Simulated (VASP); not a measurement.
A run of VASP 6.6.1 is set up as follows.

The input INCAR:

```
PREC     = Accurate       # precision mode
ENCUT    = 520            # plane-wave cutoff, eV
EDIFF    = 1E-6           # SCF threshold, eV
ISMEAR   = 0              # smearing method
SIGMA    = 0.05           # smearing width, eV
LREAL    = False          # projectors in reciprocal space
LASPH    = True           # aspherical terms in the spheres
NELM     = 100            # most SCF steps
ALGO     = Normal         # electronic algorithm
ISIF     = 2              # what is computed and relaxed
LWAVE    = False          # write WAVECAR
LCHARG   = False          # write CHGCAR
NBANDS   = 10             # bands
```

KPOINTS

```
Automatic mesh
0
Gamma
  7 7 7
```

The input POSCAR:

```
K
1.0
   -2.5219605086      2.5219605086      2.5219605086
    2.5219605086     -2.5219605086      2.5219605086
    2.5219605086      2.5219605086     -2.5219605086
K
1
Direct
    0.0000000000      0.0000000000      0.0000000000
```

Potentials or basis: VASP PAW LDA potentials, release 64 (K_sv).

Command:

```console
$ cat potpaw_LDA.64/K_sv/POTCAR > POTCAR
$ mpirun -np 1 vasp_std > vasp.out
```

Problem. What does it give for the pressure?

Solution. 0.0 GPa.

Problem. What does it give for the band gap on the k mesh?

Solution. Zero (an odd number of electrons rules out a gap without spin polarisation).
